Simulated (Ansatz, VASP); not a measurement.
**N in VASP and in Ansatz**

```
CELL_PARAMETERS angstrom
5.47765 0.00000 0.00000
0.00000 5.47765 0.00000
0.00000 0.00000 5.47765
ATOMIC_POSITIONS crystal
N 0.05761 0.05761 0.05761
N 0.44239 0.94239 0.55761
N 0.55761 0.44239 0.94239
N 0.94239 0.55761 0.44239
N 0.94239 0.94239 0.94239
N 0.55761 0.05761 0.44239
N 0.44239 0.55761 0.05761
N 0.05761 0.44239 0.55761
```

Alike in both runs: task single point; functional r2SCAN; k mesh 6 × 6 × 6; no spin polarisation.

|  | VASP | Ansatz |
| --- | --- | --- |
| version | VASP 6.6.1 | Ansatz 0.2.0 |
| potentials or method | VASP PAW PBE potentials, release 64 (N) | plane waves, PAW |
| plane-wave cutoff (eV) | 520 | 500 |
| occupations | gaussian, width 0.01 eV | fixed |
| valence electrons in the cell | 40 | 40 |

VASP gave:

| Item | Value |
| --- | --- |
| gap on the k mesh at the Fermi level (eV) | 7.97 |
| pressure (GPa) | 3.2 |
| rms of the force components (eV/Å) | 1.297 |

Problem. What did Ansatz give for the same quantities?

Solution. gap on the k mesh at the Fermi level (eV): 8.01; pressure (GPa): 0.3; rms of the force components (eV/Å): 0.037.

VASP's potentials were made for PBE, not for r2SCAN. Atom by atom the forces differ by 1.333 eV/Å (rms over components). One of these differences is far larger than is usual between the two programs; its cause wasn't traced.

Noted on VASP's run: the standard files for N, O and F lose accuracy on very short bonds.
